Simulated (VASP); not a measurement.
Runs of VASP 6.6.1 on ScGaSe. The structure is that of space group P4/mmm (No. 123), or close to it. The cells are those of the table. The cell was generated, and may not be a known phase.

| task | cell | k mesh | cutoff (eV) | gap on the mesh (eV) | pressure (GPa) | relaxed volume (Å³/atom) |
| --- | --- | --- | --- | --- | --- | --- |
| single point | a = 3.394, b = 3.394, c = 7.006 Å, 3 atoms | 6 × 6 × 4 | 520 | none | 10.1 | - |
| relaxation of cell and atoms | relaxed from a = 4.092, b = 4.092, c = 5.000 Å, 3 atoms | 12 × 12 × 10 | 600 | none | 0.0 | (a) |
| single point | a = 4.092, b = 4.092, c = 5.000 Å, 3 atoms | 6 × 6 × 4 | 520 | none | 0.3 | - |
| single point | a = 4.106, b = 4.106, c = 4.998 Å, 3 atoms | 12 × 12 × 10 | 520 | none | 0.1 | - |
| relaxation of cell and atoms | relaxed from a = 3.394, b = 3.394, c = 7.006 Å, 3 atoms | 6 × 6 × 4 | 600 | none | -0.1 | (b) |

Alike in all rows: level PBE; potentials or basis VASP PAW PBE potentials, release 64 (Sc_sv, Ga_d, Se); no spin polarisation; smearing gaussian 0.1 eV.

Estimate the missing entries.

(a) 28.17; (b) 28.18.

Caveats: the stress differs along the axes, from -11 to 21 GPa (at least some runs); a cell axis changed by over 15 % at a fixed basis, so the end point is rough (at least some runs).

A k mesh can miss the band edges, and the runs leave out spin-orbit coupling on Ga, Se.

A gap of «none» marks levels without a gap at the run's occupations.
